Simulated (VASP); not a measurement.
Here is a VASP 6.6.1 calculation.

Contents of INCAR:

```
SYSTEM = CO2
ALGO = Normal ; EDIFF = 1E-6
ENCUT = 520 ; GGA = PE
ISIF = 2 ; ISMEAR = 0
LASPH = .TRUE. ; LCHARG = .FALSE.
LREAL = .FALSE. ; LWAVE = .FALSE.
NBANDS = 44 ; NELM = 60
PREC = Accurate ; SIGMA = 0.05
```

Contents of KPOINTS:

```
k-points
0
G
  4 4 4
  0 0 0
```

File POSCAR:

```
CO2
1.0
    6.0217028654      0.0000000000      0.0000000000
    0.0000000000      6.0217028654      0.0000000000
    0.0000000000      0.0000000000      5.7380806604
C O
4 8
Direct
    0.0000000000      0.0000000000      0.0000000000
    0.5000000000      0.0000000000      0.5000000000
    0.5000000000      0.5000000000      0.0000000000
    0.0000000000      0.5000000000      0.5000000000
    0.1114834447      0.1114834447      0.1114834447
    0.3885165553      0.8885165553      0.6114834447
    0.6114834447      0.3885165553      0.8885165553
    0.8885165553      0.6114834447      0.3885165553
    0.8885165553      0.8885165553      0.8885165553
    0.6114834447      0.1114834447      0.3885165553
    0.3885165553      0.6114834447      0.1114834447
    0.1114834447      0.3885165553      0.6114834447
```

Potentials or basis: VASP PAW PBE potentials, release 64 (C, O).

Launch:

```console
$ cat potpaw_PBE.64/C/POTCAR potpaw_PBE.64/O/POTCAR > POTCAR
$ mpirun -np 1 vasp_std > vasp.out
```

**Question.** Predict the largest force.

**Answer.** 3.515 eV/Å.

**Question.** Predict the band gap on the k mesh.

**Answer.** 6.80 eV.

**Question.** Predict the pressure.

**Answer.** 8.2 GPa.

Stress tensor (GPa, compression positive):
```
8.34 0.00 0.00
0.00 8.36 0.00
0.00 0.00 7.77
```

Caveat: the cell stands under pressure; this functional lacks dispersion, which holds the molecules together, so the pressure and a relaxed volume are unreliable; forces of over 1 eV/Å act on the atoms, so gaps and moduli don't describe the material at rest. Expect the measured gap to be larger: semilocal functionals such as PBE lack the derivative discontinuity.
